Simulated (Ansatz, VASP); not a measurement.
**BAs: VASP beside Ansatz**

INCAR

```
SYSTEM = BAs
PREC = Accurate
ENCUT = 500
EDIFF = 1E-6
ISMEAR = 0
SIGMA = 0.1
LREAL = .False.
LASPH = .True.
NELM = 120
ALGO = Normal
ISIF = 2
LWAVE = .False.
LCHARG = .False.
GGA = PE
NBANDS = 11
GGA_COMPAT = .False.
```

Contents of KPOINTS:

```
regular mesh
0
Gamma
  6 6 6
  0 0 0
```

POSCAR

```
BAs
1.0
    0.0000000000      2.3850000000      2.3850000000
    2.3850000000      0.0000000000      2.3850000000
    2.3850000000      2.3850000000      0.0000000000
B As
1 1
Direct
    0.0000000000      0.0000000000      0.0000000000
    0.2500000000      0.2500000000      0.2500000000
```

Input for Ansatz:

```yaml
crystal:
  lattice:
    - [0.0, 2.385, 2.385]
    - [2.385, 0.0, 2.385]
    - [2.385, 2.385, 0.0]
  atoms:
    - { symbol: B, position: [0.0, 0.0, 0.0] }
    - { symbol: As, position: [0.25, 0.25, 0.25] }
basis:
  ecutwfc: 420
kpoints:
  mp_grid: { grid: [6, 6, 6] }
hamiltonian:
  xc: pbe
  pseudopotentials: { kind: paw, azcp: { folder: soft_1 } }
scf:
  occupations: { method: gaussian, width: 0.1 }
output:
  forces: true
  stress: true
  eigenvalues: true
```

Alike in both runs: task single point; functional PBE; k mesh 6 × 6 × 6; occupations gaussian, width 0.1 eV; no spin polarisation.

|  | VASP | Ansatz |
| --- | --- | --- |
| version | VASP 6.6.1 | Ansatz 0.2.0 |
| potentials or method | VASP PAW PBE potentials, release 64 (B, As), cutoff 500 eV | scalar-relativistic, plane waves, PAW |
| valence electrons in the cell | 8 | 18 |

Ansatz gave:

```
gap on the k mesh at the Fermi level (eV) : 1.28
least direct gap on the mesh (eV)         : 3.28
pressure (GPa)                            : 3.4
```

Q: Estimate VASP's values.

A: gap on the k mesh at the Fermi level (eV): 1.27; least direct gap on the mesh (eV): 3.28; pressure (GPa): 4.1.

VASP's potentials hold 8 valence electrons a cell and Ansatz's 18, so a difference there can come from the potentials and not from the codes.
